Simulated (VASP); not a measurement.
The system is TaN.

```
Ta N
1.0
     2.97863    0.00000    0.00000
    -1.48932    2.57957    0.00000
     0.00000    0.00000    2.92821
Ta N
1 1
Direct
  0.00000 0.00000 0.50000
  0.66667 0.33333 0.00000
```

This cell differs from its parent crystal: functional lda, volume scaled by 1.04.

Base run:

- Program: VASP 6.6.1
- Functional: LDA
- Potentials or basis: VASP PAW LDA potentials, release 64 (Ta_pv, N)
- Cutoff: 520 eV
- k mesh: 13 × 13 × 11
- Occupations: fermi-dirac, width 0.05 eV
- Spin: no spin polarisation

Its results: band gap on the k mesh zero (band 8 reaches 7.72 eV, above the bottom of band 9 at 7.56 eV); pressure -23.0 GPa.

**Question.** The run is repeated on the same cell with these changes: potentials or basis from VASP PAW LDA potentials, release 64 (Ta_pv, N) to VASP PAW LDA potentials, release 64 (Ta_sv_GW, N); further incar settings from ALGO = Normal; EDIFF = 1e-08; NBANDS = 15 to ALGO = Normal; EDIFF = 1e-08; NBANDS = 16; valence electrons from 16 to 18. What comes out?

**Answer.** Band gap on the k mesh zero (band 9 reaches 11.58 eV, above the bottom of band 10 at 11.42 eV); pressure -24.0 GPa.

Caveats: spin-orbit coupling is left out, which moves the levels of the heavy elements.
